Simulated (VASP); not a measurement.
# SnSe (Pm-3m) in VASP: notebook, part 2 of 2

VASP 6.6.1. Earlier steps stand in the parts before.

## Step 4: Single point, PBE (volume scaled by 1.10)

Contents of INCAR:

```
SYSTEM = SnSe
ALGO = Normal
EDIFF = 1E-6
ENCUT = 520
GGA = PE
ISIF = 2
ISMEAR = 0
LASPH = .TRUE.
LCHARG = .FALSE.
LREAL = .FALSE.
LWAVE = .FALSE.
NBANDS = 17
NELM = 100
PREC = Accurate
SIGMA = 0.1
```

Contents of KPOINTS:

```
k-points
0
G
  12 12 12
  0 0 0
```

Contents of POSCAR:

```
SnSe
1.0
    3.7984044713      0.0000000000      0.0000000000
    0.0000000000      3.7984044713      0.0000000000
    0.0000000000      0.0000000000      3.7984044713
Sn Se
1 1
Direct
    0.5000000000      0.5000000000      0.5000000000
    0.0000000000      0.0000000000      0.0000000000
```

Potentials or basis: VASP PAW PBE potentials, release 64 (Sn_d, Se).

Started as:

```sh
$ cat potpaw_PBE.64/Sn_d/POTCAR potpaw_PBE.64/Se/POTCAR > POTCAR
$ mpirun -np 1 vasp_std > vasp.out
```

OUTCAR:

```text
SYSTEM = SnSe
   EDIFF = 1E-6
   ENCUT = 520
   GGA = PE
   ISIF = 2
   ISMEAR = 0
   LASPH = .TRUE.
   LREAL = .FALSE.
   NELM = 100
   PREC = Accurate

 ion  position               nearest neighbor table
   1  0.500  0.500  0.500-
   2  0.000  0.000  0.000-

  LATTYP: Found a simple cubic cell.
 ALAT       =     3.7984044713

  Lattice vectors:

 A1 = (   3.7984044713,   0.0000000000,   0.0000000000)
 A2 = (   0.0000000000,   3.7984044713,   0.0000000000)
 A3 = (   0.0000000000,   0.0000000000,   3.7984044713)

Analysis of symmetry for initial positions (statically):
=====================================================================
 Subroutine PRICEL returns:
 Original cell was already a primitive cell.

 Routine SETGRP: Setting up the symmetry group for a
 simple cubic supercell.

 Subroutine GETGRP returns: Found 48 space group operations
 (whereof 48 operations were pure point group operations)
 out of a pool of 48 trial point group operations.

The static configuration has the point symmetry O_h .

Analysis of symmetry for dynamics (positions and initial velocities):
=====================================================================
 Subroutine PRICEL returns:
 Original cell was already a primitive cell.

 Routine SETGRP: Setting up the symmetry group for a
 simple cubic supercell.

 Subroutine GETGRP returns: Found 48 space group operations
 (whereof 48 operations were pure point group operations)
 out of a pool of 48 trial point group operations.

The dynamic configuration has the point symmetry O_h .

 Subroutine INISYM returns: Found 48 space group operations
 (whereof 48 operations are pure point group operations),
 and found     1 'primitive' translations

----------------------------------------------------------------------------------------

                                     Primitive cell

  volume of cell :      54.8029

  direct lattice vectors                    reciprocal lattice vectors
     3.798404471  0.000000000  0.000000000     0.263268435  0.000000000  0.000000000
     0.000000000  3.798404471  0.000000000     0.000000000  0.263268435  0.000000000
     0.000000000  0.000000000  3.798404471     0.000000000  0.000000000  0.263268435

  length of vectors
     3.798404471  3.798404471  3.798404471     0.263268435  0.263268435  0.263268435

  position of ions in fractional coordinates (direct lattice)
     0.500000000  0.500000000  0.500000000
     0.000000000  0.000000000  0.000000000

  ion indices of the primitive-cell ions
   primitive index   ion index
                 1           1
                 2           2

----------------------------------------------------------------------------------------

 KPOINTS: k-points

Automatic generation of k-mesh.
 Grid dimensions read from file:
 generate k-points for:   12   12   12

 Generating k-lattice:

  Cartesian coordinates                     Fractional coordinates (reciprocal lattice)
     0.021939036  0.000000000  0.000000000     0.083333333  0.000000000  0.000000000
     0.000000000  0.021939036  0.000000000     0.000000000  0.083333333  0.000000000
     0.000000000  0.000000000  0.021939036     0.000000000  0.000000000  0.083333333

  Length of vectors
     0.021939036  0.021939036  0.021939036

  Shift w.r.t. Gamma in fractional coordinates (k-lattice)
     0.000000000  0.000000000  0.000000000

 Subroutine IBZKPT returns following result:
 ===========================================

 Found     84 irreducible k-points:

 Following reciprocal coordinates:
            Coordinates               Weight
  0.000000  0.000000  0.000000      1.000000
  0.083333  0.000000  0.000000      6.000000
  0.166667  0.000000  0.000000      6.000000
  0.250000  0.000000  0.000000      6.000000
  0.333333  0.000000  0.000000      6.000000
  0.416667  0.000000  0.000000      6.000000
[... 16 lines left out ...]
  0.333333  0.333333  0.000000     12.000000
  0.416667  0.333333  0.000000     24.000000
 [... further k-points ...]
   k-points           NKPTS =     84   k-points in BZ     NKDIM =     84   number of bands    NBANDS=     17
   number of dos      NEDOS =    301   number of ions     NIONS =      2
   total plane-waves  NPLWV =  21952
   dimension x,y,z NGX =    28 NGY =   28 NGZ =   28
   dimension x,y,z NGXF=    56 NGYF=   56 NGZF=   56
   ions per type =               1   1
   NGX,Y,Z   is equivalent  to a cutoff of  12.25, 12.25, 12.25 a.u.
   NGXF,Y,Z  is equivalent  to a cutoff of  24.51, 24.51, 24.51 a.u.
 SYSTEM =  SnSe
   PREC   = accura    normal or accurate (medium, high low for compatibility)
   ISTART =      0    job   : 0-new  1-cont  2-samecut
   ICHARG =      2    charge: 1-file 2-atom 10-const
   ISPIN  =      1    spin polarized calculation?
   LNONCOLLINEAR =      F non collinear calculations
   LSORBIT =      F    spin-orbit coupling
   LASPH  =      T    aspherical Exc in radial PAW
   ENCUT  =  520.0 eV  38.22 Ry    6.18 a.u.   7.06  7.06  7.06*2*pi/ulx,y,z
   NELM   =    100;   NELMIN=  2; NELMDL= -5     # of ELM steps
   EDIFF  = 0.1E-05   stopping-criterion for ELM
   LREAL  =      F    real-space projection
   EDIFFG = 0.1E-04   stopping-criterion for IOM
   NSW    =      0    number of steps for IOM
   IBRION =     -1    ionic relax: 0-MD 1-quasi-New 2-CG
   NFREE  =      0    steps in history (QN), initial steepest desc. (CG)
   ISIF   =      2    stress and relaxation
   ISYM   =      2    0-nonsym 1-usesym 2-fastsym
   POTIM  = 0.5000    time-step for ionic-motion
   TEBEG  =    0.0;   TEEND  =   0.0 temperature during run
   PSTRESS=    0.0 pullay stress
   NELECT =      20.0000    total number of electrons
   NUPDOWN=      -1.0000    fix difference up-down
   EMIN   =  10.00;   EMAX   =-10.00  energy-range for DOS
   EFERMI =   0.00;   METHOD = LEGACY
   ISMEAR =     0;   SIGMA  =   0.10  broadening in eV -4-tet -1-fermi 0-gaus
   EFERMI_NEDOS =   21; number of points for ismear=-14 and -15
   IALGO  =     38    algorithm
   IMIX   =      4    mixing-type and parameters
     AMIX     =   0.40;   BMIX     =  1.00
     AMIX_MAG =   1.60;   BMIX_MAG =  1.00
  volume/ion in A,a.u.               =      27.40       184.91
  Fermi-wavevector in a.u.,A,eV,Ry     =   1.169904  2.210798 18.621964  1.368676
  Thomas-Fermi vector in A             =   2.306370
   LORBIT       =      0    0 simple, 1 ext, 2 COOP (PROOUT), +10 PAW based schemes
   GGA     = PE    functional components
   LHFCALC =     F    Hartree Fock is set to
   AEXX    =    0.0000 exact exchange contribution
   IVDW    =     0    specifies the selected vdW correction
   LEPSILON=     F    determine dielectric tensor
   LRPA    =     F    only Hartree local field effects (RPA)
 non-spin polarized calculation
 Gauss-broadening in eV      SIGMA  =   0.10
  energy-cutoff  :      520.00
  volume of cell :       54.80
 maximum number of plane-waves:      1498
   NGX = 15   NGY = 15   NGZ = 15

 number of electron      20.0000002 magnetization

 Free energy of the ion-electron system (eV)
  ---------------------------------------------------
  ext. energy  EPLUGINS =         0.00000000
  ---------------------------------------------------
  free energy    TOTEN  =        -7.65144446 eV

  energy without entropy =       -7.64720953  energy(sigma->0) =       -7.64932699

 E-fermi :   5.0995     XC(G=0):  -9.7368

 val. band max:        5.0781834193   @ k =   0.5000   0.4167   0.4167
 cond. band min:       5.1074756905   @ k =   0.3333   0.0833   0.0833
 fundamental gap:      0.0292922712
 Fermi energy:         5.0995269807

 k-point     1 :       0.0000    0.0000    0.0000
  band No.  band energies     occupation
      1     -16.4881      2.00000
      2     -16.4881      2.00000
      3     -16.4330      2.00000
      4     -16.4330      2.00000
      5     -16.4330      2.00000
      6      -7.8996      2.00000
[... 9 lines left out ...]
     16      16.8081      0.00000
     17      17.2622      0.00000
[... 441 lines left out ...]
 k-point    24 :       0.4167    0.3333    0.0000
  band No.  band energies     occupation
      1     -16.4694      2.00000
      2     -16.4591      2.00000
      3     -16.4436      2.00000
      4     -16.4410      2.00000
      5     -16.4337      2.00000
      6      -6.7883      2.00000
[... 9 lines left out ...]
     16      14.1662      0.00000
     17      15.0535      0.00000

 [... further k-points ...]

------------------------ aborting loop because EDIFF is reached ----------------------------------------

  FORCE on cell =-STRESS in cart. coord.  units (eV):
  Direction    XX          YY          ZZ          XY          YZ          ZX
  --------------------------------------------------------------------------------------
  -------------------------------------------------------------------------------------
  Total       -1.3393817     -1.3393817     -1.3393817     -0.0000000     -0.0000000     -0.0000000
  in kB      -39.1571723    -39.1571723    -39.1571723     -0.0000000     -0.0000000     -0.0000000
  external PRESSURE =     -39.1571723 kB  Pullay stress =       0.0000000 kB

 VOLUME and BASIS-vectors are now :
 -----------------------------------------------------------------------------
  energy-cutoff  :      520.00
  volume of cell :       54.80
      direct lattice vectors                 reciprocal lattice vectors
     3.798404471  0.000000000  0.000000000     0.263268435  0.000000000  0.000000000
     0.000000000  3.798404471  0.000000000     0.000000000  0.263268435  0.000000000
     0.000000000  0.000000000  3.798404471     0.000000000  0.000000000  0.263268435

 POSITION                                       TOTAL-FORCE (eV/Angst)
 -----------------------------------------------------------------------------------
      1.89920      1.89920      1.89920         0.000000      0.000000      0.000000
      0.00000      0.00000      0.00000         0.000000      0.000000      0.000000
 -----------------------------------------------------------------------------------
    total drift:                                0.000000      0.000000      0.000000

  FREE ENERGIE OF THE ION-ELECTRON SYSTEM (eV)
  ---------------------------------------------------
  free  energy   TOTEN  =        -7.6514444596 eV

  energy  without entropy=       -7.6472095261  energy(sigma->0) =       -7.64932699
```

OSZICAR:

```text
N       E                     dE             d eps       ncg     rms          rms(c)
DAV:   1     0.121419412940E+03    0.12142E+03   -0.10117E+04  2885   0.148E+03
DAV:   2     0.310315212731E+01   -0.11832E+03   -0.11491E+03  3104   0.338E+02
DAV:   3    -0.775121064256E+01   -0.10854E+02   -0.10625E+02  3446   0.865E+01
DAV:   4    -0.801833082688E+01   -0.26712E+00   -0.26667E+00  3360   0.141E+01
DAV:   5    -0.802448093003E+01   -0.61501E-02   -0.61498E-02  3874   0.226E+00    0.285E+00
DAV:   6    -0.765344304852E+01    0.37104E+00   -0.99003E-01  3820   0.531E+00    0.147E+00
DAV:   7    -0.765351546740E+01   -0.72419E-04   -0.73432E-02  3120   0.134E+00    0.888E-01
DAV:   8    -0.765181114173E+01    0.17043E-02   -0.10994E-02  3207   0.818E-01    0.165E-01
DAV:   9    -0.765138716095E+01    0.42398E-03   -0.18700E-03  3771   0.259E-01    0.679E-02
DAV:  10    -0.765144655663E+01   -0.59396E-04   -0.16787E-04  3147   0.779E-02    0.154E-02
DAV:  11    -0.765144420222E+01    0.23544E-05   -0.15605E-05  3866   0.208E-02    0.527E-03
DAV:  12    -0.765144445961E+01   -0.25739E-06   -0.16606E-06  2847   0.754E-03
   1 F= -.76514445E+01 E0= -.76493270E+01  d E =-.423493E-02
```

stdout:

```text
POSCAR found type information on POSCAR SnSe
 POSCAR found :  2 types and       2 ions
 scaLAPACK will be used
 LDA part: xc-table for (Slater+PW92), standard interpolation
 POSCAR, INCAR and KPOINTS ok, starting setup
 FFT: planning ... GRIDC
 FFT: planning ... GRID_SOFT
 FFT: planning ... GRID
 WAVECAR not read
 entering main loop
```

It took 62 s on 1 thread of Intel Xeon Platinum 8175M at 2.50GHz (Skylake/Cascade Lake), shared host; peak memory 0.21 GiB.

Results:

```yaml
Free_energy: -7.6514 eV
Pressure: -3.9 GPa
Band_gap_on_the_k_mesh: zero (band 10 reaches 5.33 eV, above the bottom of band 11 at 4.37 eV)
```

Caveat: spin-orbit coupling is left out, which moves the levels of the heavy elements.

## Step 5: The runs side by side

```tsv
cell	gap on the mesh (eV)	pressure (GPa)
a = 3.716 Å, 2 atoms	none	-1.4
a = 3.752 Å, 2 atoms	none	-2.6
a = 3.798 Å, 2 atoms	none	-3.9
```

Alike in all rows: task single point; level PBE; potentials or basis VASP PAW PBE potentials, release 64 (Sn_d, Se); no spin polarisation; k mesh 12 × 12 × 12; cutoff (eV) 520; smearing gaussian 0.1 eV.

Caveats: spin-orbit coupling is left out, which moves the levels of the heavy elements.

Absolute energies hang on the potentials; compare differences alone.
